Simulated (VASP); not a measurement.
# Tl (P6_3/mmc) in VASP: further runs

Tl is run at these levels: PBEsol; tasks: single point.

All numbers are computed with VASP 6.6.1; they aren't measurements. Logs are shortened: lines on timing, memory, paths and dates and some standing lists are left out, and cuts for length are marked.

### Step 1. The cell of the first run

The structure is hexagonal, space group P6_3/mmc (No. 194). Conventional cell: a = 3.594 Å, b = 3.594 Å, c = 5.967 Å, α = 90.00°, β = 90.00°, γ = 120.00°. Within 4.7 Å of Tl (site symmetry -6m2) lie 12 Tl at 3.59 to 3.63 Å.

### Step 2. Single point, PBEsol (strain +0.040 along x and y, +0.080 along z)

The input, INCAR:

```
SYSTEM = Tl
PREC = Accurate
ENCUT = 520
EDIFF = 1E-7
ISMEAR = 0
SIGMA = 0.15
LREAL = .FALSE.
LASPH = .TRUE.
NELM = 60
ALGO = Fast
ISIF = 2
LWAVE = .FALSE.
LCHARG = .FALSE.
GGA = PS
NBANDS = 20
```

The input, KPOINTS:

```
regular mesh
0
G
  18 18 10
  0 0 0
```

The input, POSCAR:

```
Tl
1.0
    3.5942382908      0.0000000000      0.0000000000
   -1.7971191454      3.1127016671      0.0000000000
    0.0000000000      0.0000000000      5.9670000000
Tl
2
Direct
    0.3333333333      0.6666666667      0.2500000000
    0.6666666667      0.3333333333      0.7500000000
```

Potentials or basis: VASP PAW PBE potentials, release 64 (Tl_d).

Command:

```console
$ cat potpaw_PBE.64/Tl_d/POTCAR > POTCAR
$ mpirun -np 1 vasp_std > vasp.out
```

OUTCAR:

```text
SYSTEM = Tl
   PREC = Accurate
   ENCUT = 520
   EDIFF = 1E-7
   ISMEAR = 0
   LREAL = .FALSE.
   LASPH = .TRUE.
   NELM = 60
   ISIF = 2
   GGA = PS

 ion  position               nearest neighbor table
   1  0.333  0.667  0.250-   2 3.63   2 3.63   2 3.63   2 3.63   2 3.63   2 3.63
   2  0.667  0.333  0.750-   1 3.63   1 3.63   1 3.63   1 3.63   1 3.63   1 3.63

  LATTYP: Found a hexagonal cell.
 ALAT       =     3.5942382908
 C/A-ratio  =     1.6601570395

  Lattice vectors:

 A1 = (   3.5942382908,   0.0000000000,   0.0000000000)
 A2 = (  -1.7971191454,   3.1127016671,   0.0000000000)
 A3 = (   0.0000000000,   0.0000000000,   5.9670000000)

Analysis of symmetry for initial positions (statically):
=====================================================================
 Subroutine PRICEL returns:
 Original cell was already a primitive cell.

 Routine SETGRP: Setting up the symmetry group for a
 hexagonal supercell.

 Subroutine GETGRP returns: Found 24 space group operations
 (whereof 12 operations were pure point group operations)
 out of a pool of 24 trial point group operations.

The static configuration has the point symmetry D_3d.
 The point group associated with its full space group is D_6h.

Analysis of symmetry for dynamics (positions and initial velocities):
=====================================================================
 Subroutine PRICEL returns:
 Original cell was already a primitive cell.

 Routine SETGRP: Setting up the symmetry group for a
 hexagonal supercell.

 Subroutine GETGRP returns: Found 24 space group operations
 (whereof 12 operations were pure point group operations)
 out of a pool of 24 trial point group operations.

The dynamic configuration has the point symmetry D_3d.
 The point group associated with its full space group is D_6h.

 Subroutine INISYM returns: Found 24 space group operations
 (whereof 12 operations are pure point group operations),
 and found     1 'primitive' translations

----------------------------------------------------------------------------------------

                                     Primitive cell

  volume of cell :      66.7576

  direct lattice vectors                    reciprocal lattice vectors
     3.594238291  0.000000000  0.000000000     0.278223067  0.160632162  0.000000000
    -1.797119145  3.112701667  0.000000000     0.000000000  0.321264325  0.000000000
     0.000000000  0.000000000  5.967000000     0.000000000  0.000000000  0.167588403

  length of vectors
     3.594238291  3.594238291  5.967000000     0.321264325  0.321264325  0.167588403

  position of ions in fractional coordinates (direct lattice)
     0.333333333  0.666666667  0.250000000
     0.666666667  0.333333333  0.750000000

  ion indices of the primitive-cell ions
   primitive index   ion index
                 1           1
                 2           2

----------------------------------------------------------------------------------------

 KPOINTS: regular mesh

Automatic generation of k-mesh.
 Grid dimensions read from file:
 generate k-points for:   18   18   10

 Generating k-lattice:

  Cartesian coordinates                     Fractional coordinates (reciprocal lattice)
     0.015456837  0.008924009  0.000000000     0.055555556  0.000000000  0.000000000
     0.000000000  0.017848018  0.000000000     0.000000000  0.055555556  0.000000000
     0.000000000  0.000000000  0.016758840     0.000000000  0.000000000  0.100000000

  Length of vectors
     0.017848018  0.017848018  0.016758840

  Shift w.r.t. Gamma in fractional coordinates (k-lattice)
     0.000000000  0.000000000  0.000000000

 Subroutine IBZKPT returns following result:
 ===========================================

 Found    222 irreducible k-points:

 Following reciprocal coordinates:
            Coordinates               Weight
  0.000000  0.000000  0.000000      1.000000
  0.055556 -0.000000  0.000000      6.000000
  0.111111 -0.000000  0.000000      6.000000
  0.166667  0.000000  0.000000      6.000000
  0.222222  0.000000  0.000000      6.000000
  0.277778  0.000000  0.000000      6.000000
[... 16 lines left out ...]
  0.333333  0.111111  0.000000     12.000000
  0.388889  0.111111  0.000000     12.000000
 [... further k-points ...]
   k-points           NKPTS =    222   k-points in BZ     NKDIM =    222   number of bands    NBANDS=     20
   number of dos      NEDOS =    301   number of ions     NIONS =      2
   total plane-waves  NPLWV =  37632
   dimension x,y,z NGX =    28 NGY =   28 NGZ =   48
   dimension x,y,z NGXF=    56 NGYF=   56 NGZF=   96
   ions per type =               2
   NGX,Y,Z   is equivalent  to a cutoff of  12.95, 12.95, 13.37 a.u.
   NGXF,Y,Z  is equivalent  to a cutoff of  25.90, 25.90, 26.75 a.u.
 SYSTEM =  Tl
   PREC   = accura    normal or accurate (medium, high low for compatibility)
   ISTART =      0    job   : 0-new  1-cont  2-samecut
   ICHARG =      2    charge: 1-file 2-atom 10-const
   ISPIN  =      1    spin polarized calculation?
   LNONCOLLINEAR =      F non collinear calculations
   LSORBIT =      F    spin-orbit coupling
   LASPH  =      T    aspherical Exc in radial PAW
   ENCUT  =  520.0 eV  38.22 Ry    6.18 a.u.   6.68  6.68 11.09*2*pi/ulx,y,z
   NELM   =     60;   NELMIN=  2; NELMDL= -5     # of ELM steps
   EDIFF  = 0.1E-06   stopping-criterion for ELM
   LREAL  =      F    real-space projection
   EDIFFG = 0.1E-05   stopping-criterion for IOM
   NSW    =      0    number of steps for IOM
   IBRION =     -1    ionic relax: 0-MD 1-quasi-New 2-CG
   NFREE  =      0    steps in history (QN), initial steepest desc. (CG)
   ISIF   =      2    stress and relaxation
   ISYM   =      2    0-nonsym 1-usesym 2-fastsym
   POTIM  = 0.5000    time-step for ionic-motion
   TEBEG  =    0.0;   TEEND  =   0.0 temperature during run
   PSTRESS=    0.0 pullay stress
   NELECT =      26.0000    total number of electrons
   NUPDOWN=      -1.0000    fix difference up-down
   EMIN   =  10.00;   EMAX   =-10.00  energy-range for DOS
   EFERMI =   0.00;   METHOD = LEGACY
   ISMEAR =     0;   SIGMA  =   0.15  broadening in eV -4-tet -1-fermi 0-gaus
   EFERMI_NEDOS =   21; number of points for ismear=-14 and -15
   IALGO  =     68    algorithm
   IMIX   =      4    mixing-type and parameters
     AMIX     =   0.40;   BMIX     =  1.00
     AMIX_MAG =   1.60;   BMIX_MAG =  1.00
  volume/ion in A,a.u.               =      33.38       225.25
  Fermi-wavevector in a.u.,A,eV,Ry     =   1.195545  2.259252 19.447176  1.429327
  Thomas-Fermi vector in A             =   2.331507
   LORBIT       =      0    0 simple, 1 ext, 2 COOP (PROOUT), +10 PAW based schemes
   GGA     = PS    functional components
   LHFCALC =     F    Hartree Fock is set to
   AEXX    =    0.0000 exact exchange contribution
   IVDW    =     0    specifies the selected vdW correction
   LEPSILON=     F    determine dielectric tensor
   LRPA    =     F    only Hartree local field effects (RPA)
 non-spin polarized calculation
 RMM-DIIS sequential band-by-band and
 Gauss-broadening in eV      SIGMA  =   0.15
  energy-cutoff  :      520.00
  volume of cell :       66.76
 maximum number of plane-waves:      1824
 NGX is ok and might be reduce to    28
   NGX = 13   NGY = 13   NGZ = 23

 number of electron      26.0000005 magnetization

 Free energy of the ion-electron system (eV)
  ---------------------------------------------------
  ext. energy  EPLUGINS =         0.00000000
  ---------------------------------------------------
  free energy    TOTEN  =        -5.12830348 eV

  energy without entropy =       -5.11614521  energy(sigma->0) =       -5.12222435

 E-fermi :   4.9076     XC(G=0):  -9.6154

 val. band max:        4.8895633821   @ k =   0.2222   0.1667   0.2000
 cond. band min:       4.9142478383   @ k =   0.3333  -0.0000   0.4000
 fundamental gap:      0.0246844563
 Fermi energy:         4.9075646997

 k-point     1 :       0.0000    0.0000    0.0000
  band No.  band energies     occupation
      1      -6.5954      2.00000
      2      -6.5014      2.00000
      3      -6.4636      2.00000
      4      -6.4636      2.00000
      5      -6.4340      2.00000
      6      -6.4340      2.00000
[... 12 lines left out ...]
     19      14.9772      0.00000
     20      15.1059      0.00000

 k-point     2 :       0.0556   -0.0000    0.0000
  band No.  band energies     occupation
      1      -6.5879      2.00000
      2      -6.5030      2.00000
      3      -6.4588      2.00000
      4      -6.4537      2.00000
      5      -6.4346      2.00000
      6      -6.4246      2.00000
[... 12 lines left out ...]
     19      15.2562      0.00000
     20      15.4937      0.00000

 k-point     3 :       0.1111   -0.0000    0.0000
  band No.  band energies     occupation
      1      -6.5736      2.00000
      2      -6.5053      2.00000
      3      -6.4489      2.00000
      4      -6.4286      2.00000
      5      -6.4250      2.00000
      6      -6.3974      2.00000
[... 12 lines left out ...]
     19      14.8908      0.00000
     20      16.1504      0.00000

 k-point     4 :       0.1667    0.0000    0.0000
  band No.  band energies     occupation
      1      -6.5776      2.00000
      2      -6.4895      2.00000
      3      -6.4546      2.00000
      4      -6.3999      2.00000
      5      -6.3947      2.00000
      6      -6.3819      2.00000
[... 12 lines left out ...]
     19      14.1964      0.00000
     20      15.6792      0.00000

 k-point     5 :       0.2222    0.0000    0.0000
  band No.  band energies     occupation
      1      -6.6020      2.00000
      2      -6.4812      2.00000
      3      -6.4423      2.00000
      4      -6.4359      2.00000
      5      -6.4005      2.00000
      6      -6.3460      2.00000
[... 12 lines left out ...]
     19      13.6270      0.00000
     20      15.3253      0.00000
[... 353 lines left out ...]
      6      -6.3260      2.00000
[... 12 lines left out ...]
     19      13.9812      0.00000
     20      14.6291      0.00000

 k-point    22 :       0.2778    0.1111    0.0000
  band No.  band energies     occupation
      1      -6.6199      2.00000
      2      -6.5244      2.00000
      3      -6.4954      2.00000
      4      -6.4435      2.00000
      5      -6.3836      2.00000
      6      -6.3125      2.00000
[... 12 lines left out ...]
     19      13.5913      0.00000
     20      14.3814      0.00000

 k-point    23 :       0.3333    0.1111    0.0000
  band No.  band energies     occupation
      1      -6.6421      2.00000
      2      -6.5576      2.00000
      3      -6.5035      2.00000
      4      -6.4506      2.00000
      5      -6.3533      2.00000
      6      -6.3341      2.00000
[... 12 lines left out ...]
     19      13.3295      0.00000
     20      14.1983      0.00000

 k-point    24 :       0.3889    0.1111    0.0000
  band No.  band energies     occupation
      1      -6.6566      2.00000
      2      -6.5793      2.00000
      3      -6.5107      2.00000
      4      -6.4541      2.00000
      5      -6.3487      2.00000
      6      -6.3317      2.00000
[... 12 lines left out ...]
     19      13.1768      0.00000
     20      14.0871      0.00000

 [... further k-points ...]

------------------------ aborting loop because EDIFF is reached ----------------------------------------

  FORCE on cell =-STRESS in cart. coord.  units (eV):
  Direction    XX          YY          ZZ          XY          YZ          ZX
  --------------------------------------------------------------------------------------
  -------------------------------------------------------------------------------------
  Total       -1.4347535     -1.4347535     -1.8843221      0.0000000      0.0000000      0.0000000
  in kB      -34.4339987    -34.4339987    -45.2236191      0.0000000      0.0000000      0.0000000
  external PRESSURE =     -38.0305388 kB  Pullay stress =       0.0000000 kB

 VOLUME and BASIS-vectors are now :
 -----------------------------------------------------------------------------
  energy-cutoff  :      520.00
  volume of cell :       66.76
      direct lattice vectors                 reciprocal lattice vectors
     3.594238291  0.000000000  0.000000000     0.278223067  0.160632162  0.000000000
    -1.797119145  3.112701667  0.000000000     0.000000000  0.321264325  0.000000000
     0.000000000  0.000000000  5.967000000     0.000000000  0.000000000  0.167588403

 POSITION                                       TOTAL-FORCE (eV/Angst)
 -----------------------------------------------------------------------------------
     -0.00000      2.07513      1.49175         0.000000     -0.000000      0.000000
      1.79712      1.03757      4.47525        -0.000000      0.000000      0.000000
 -----------------------------------------------------------------------------------
    total drift:                               -0.000000      0.000000     -0.000000

  FREE ENERGIE OF THE ION-ELECTRON SYSTEM (eV)
  ---------------------------------------------------
  free  energy   TOTEN  =        -5.1283034768 eV

  energy  without entropy=       -5.1161452136  energy(sigma->0) =       -5.12222435
```

Wall time 92 s (1 thread of Intel Xeon 6975P-C (Granite Rapids), shared host); peak memory 0.36 GiB.

What came out:

* Free energy: -5.1283 eV
* Pressure: -3.8 GPa
* Band gap on the k mesh: zero (bands 13 and 14 overlap by 4.42 eV)

Stress tensor (GPa, compression positive):
```
-3.44  0.00  0.00
 0.00 -3.44  0.00
 0.00  0.00 -4.52
```

Levels at points of the mesh, in eV from the Fermi level:
| k point | band 11 | band 12 | band 13 | band 14 | band 15 | band 16 |
| --- | --- | --- | --- | --- | --- | --- |
| (0.00, 0.00, 0.00) | -9.11 | -5.51 | -2.40 | 7.38 | 7.38 | 8.78 |
| (0.50, 0.00, 0.00) | -5.55 | -4.52 | -1.00 | 0.25 | 1.29 | 3.38 |
| (0.00, 0.00, 0.50) | -7.97 | -7.97 | 2.38 | 2.38 | 8.16 | 8.16 |
| (0.50, 0.00, 0.50) | -4.79 | -4.79 | -1.83 | -1.83 | 5.11 | 5.11 |

Caveat: the cell differs from its parent crystal (strain +0.040 along x and y, +0.080 along z); the cell stands under tension; the PAW data sets were made with another functional, which shifts forces and pressure a little; spin-orbit coupling is left out, which moves the levels of the heavy elements.

[end of part 1 of 2]
